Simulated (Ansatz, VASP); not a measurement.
## MnS: VASP beside Ansatz

File INCAR:

```
SYSTEM = MnS
ALGO = Normal ; EDIFF = 1E-8
ENCUT = 520 ; GGA = PE
ISIF = 2 ; ISMEAR = -1
ISPIN = 2 ; LASPH = .TRUE.
LCHARG = .FALSE. ; LEFG = .TRUE.
LMAXMIX = 4 ; LORBIT = 11
LREAL = .FALSE. ; LWAVE = .FALSE.
MAGMOM = 4 0 ; NBANDS = 20
NELM = 150 ; PREC = Accurate
SIGMA = 0.05
```

Contents of KPOINTS:

```
k-points
0
G
  10 10 10
  0 0 0
```

POSCAR

```
MnS
1.0
    0.0000000000      2.8459097991      2.8459097991
    2.8459097991      0.0000000000      2.8459097991
    2.8459097991      2.8459097991      0.0000000000
Mn S
1 1
Direct
    0.0000000000      0.0000000000      0.0000000000
    0.7500000000      0.7500000000      0.7500000000
```

Input for Ansatz:

```yaml
crystal:
  lattice:
    - [0.0, 2.8459097991, 2.8459097991]
    - [2.8459097991, 0.0, 2.8459097991]
    - [2.8459097991, 2.8459097991, 0.0]
  atoms:
    - { symbol: Mn, position: [0.0, 0.0, 0.0], spin: 4.0 }
    - { symbol: S, position: [0.75, 0.75, 0.75] }
magnetization:
  spin_polarized: true
kpoints:
  mp_grid: { grid: [10, 10, 10] }
scf:
  occupations: { method: fermi_dirac, width: 0.05 }
hamiltonian:
  xc: pbe
  pseudopotentials: { kind: paw }
output:
  forces: true
  stress: true
  eigenvalues: true
  efg: { contact_densities: true }
```

Change from the starting cell: volume scaled by 1.05, PAW files.

Alike in both runs: task electric field gradients; functional PBE; k mesh 10 × 10 × 10; occupations fermi-dirac, width 0.05 eV; collinear spin.

```csv
,VASP,Ansatz
version,VASP 6.6.1,Ansatz 0.2.0
potentials or method,"VASP PAW PBE potentials, release 64 (Mn_pv, S)","PAW with Ansatz's default frozen-core files, scalar-relativistic"
plane-wave cutoff (eV),520,420
valence electrons in the cell,19,21
```

Ansatz gave:

| Quantity | Value |
| --- | --- |
| pressure (GPa) | -1.4 |
| net moment per atom (μB) | 2.49 |
| size of the moment on the site where the two differ most (μB) | 4.24 |

Q: What did VASP give for the same quantities?

A: Pressure (GPa): -1.4; net moment per atom (μB): 2.49; size of the moment on the site where the two differ most (μB): 4.38.

Site moments also hang on the region over which each program counts them. The functional is the same, so the differences come from potentials, cutoffs and numerics. VASP's potentials hold 19 valence electrons a cell and Ansatz's 21, so a difference there can come from the potentials and not from the codes.
